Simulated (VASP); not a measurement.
**BeS: single point with PBEsol**

Crystal: BeS.

```
Be S
1.0
     0.00000    2.57538    2.45438
     2.45438    0.00000    2.45438
     2.45438    2.57538    0.00000
Be S
1 1
Direct
  0.00000 0.00000 0.00000
  0.75000 0.75000 0.75000
```

This cell differs from its parent crystal: volume 15.514 Å^3 an atom, c/a of the conventional cell 1.0493.

* Program: VASP 6.6.1
* Task: single point
* Functional: PBEsol
* Potentials or basis: VASP PAW PBE potentials, release 64 (Be, S)
* Cutoff: 520 eV
* k mesh: 10 × 10 × 10
* Occupations: gaussian, width 0.05 eV
* Spin: no spin polarisation

```yaml
Pressure: -7.4 GPa
Band_gap_on_the_k_mesh: 2.91 eV, indirect (least direct gap 4.92 eV)
```

Stress tensor (GPa, compression positive):
```
 -5.84   0.00   0.00
  0.00 -10.47   0.00
  0.00   0.00  -5.84
```

Levels at points of the mesh, in eV from the valence-band top:
```
           k point  band 1  band 2  band 3  band 4  band 5  band 6  band 7  band 8
(0.00, 0.00, 0.00)  -13.26   -0.26    0.00    0.00    4.92    5.54    5.54    5.61
(0.50, 0.00, 0.00)  -11.85   -5.42   -1.23   -0.81    4.86    6.33    6.60   10.50
(0.50, 0.50, 0.00)  -11.31   -4.64   -2.62   -2.56    2.91    4.64   11.84   11.92
(0.50, 0.00, 0.50)  -11.51   -4.94   -2.24   -2.24    3.25    5.07   11.96   11.96
```

It took 14 s on 1 thread of Intel(R) Xeon(R) 6975P-C (Granite Rapids) (shared host), peak memory 0.17 GiB.

Caveat: the PAW data sets were made with another functional, which shifts forces and pressure a little. A k mesh can miss the band edges.
